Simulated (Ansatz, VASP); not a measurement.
# MgZnTe2: VASP beside Ansatz

The input INCAR:

```
SYSTEM = MgZnTe2
PREC = Accurate ; ENCUT = 600
EDIFF = 1E-6 ; ISMEAR = 0
SIGMA = 0.02 ; LREAL = .False.
LASPH = .True. ; NELM = 120
ALGO = Normal ; ISIF = 2
LWAVE = .False. ; LCHARG = .True.
GGA = PE ; LELF = .True.
LVHAR = .True. ; NBANDS = 21
GGA_COMPAT = .False.
```

File KPOINTS:

```
regular mesh
0
Gamma
  6 6 4
  0 0 0
```

POSCAR

```
MgZnTe2
1.0
    4.5635305467      0.0000000000      0.0000000000
    0.0000000000      4.5635305467      0.0000000000
    0.0000000000      0.0000000000      6.5110412761
Mg Zn Te
1 1 2
Direct
    0.5000000000      0.5000000000      0.5000000000
    0.0000000000      0.0000000000      0.0000000000
    0.5000000000      0.0000000000      0.7640148087
    0.0000000000      0.5000000000      0.2359851913
```

Input for Ansatz:

```yaml
crystal:
  lattice:
    - [4.5635305467, 0.0, 0.0]
    - [0.0, 4.5635305467, 0.0]
    - [0.0, 0.0, 6.5110412761]
  atoms:
    - { symbol: Mg, position: [0.5, 0.5, 0.5] }
    - { symbol: Zn, position: [0.0, 0.0, 0.0] }
    - { symbol: Te, position: [0.5, 0.0, 0.7640148087] }
    - { symbol: Te, position: [0.0, 0.5, 0.2359851913] }
basis:
  ecutwfc: 420
  ecutrho_ratio: 4
kpoints:
  mp_grid: { grid: [6, 6, 4] }
hamiltonian:
  xc: pbe
scf:
  occupations: { method: gaussian, width: 0.02 }
  n_extra_bands: 32
output:
  forces: true
  eigenvalues: true
  stress: true
```

Alike in both runs: task single point; functional PBE; k mesh 6 × 6 × 4; occupations gaussian, width 0.02 eV; no spin polarisation.

|  | VASP | Ansatz |
| --- | --- | --- |
| version | VASP 6.6.1 | Ansatz 0.2.0 |
| potentials or method | VASP PAW PBE potentials, release 64 (Mg, Zn, Te), cutoff 600 eV | scalar-relativistic, plane waves, PAW |
| valence electrons in the cell | 26 | 54 |

```tsv
	VASP	Ansatz	Ansatz less VASP
gap on the k mesh at the Fermi level (eV)	1.26	1.27	+0.005
pressure (GPa)	-2.0	-2.0	-0.01
```

VASP's potentials hold 26 valence electrons a cell and Ansatz's 54, so a difference there can come from the potentials and not from the codes.

Spin-orbit coupling is off throughout.
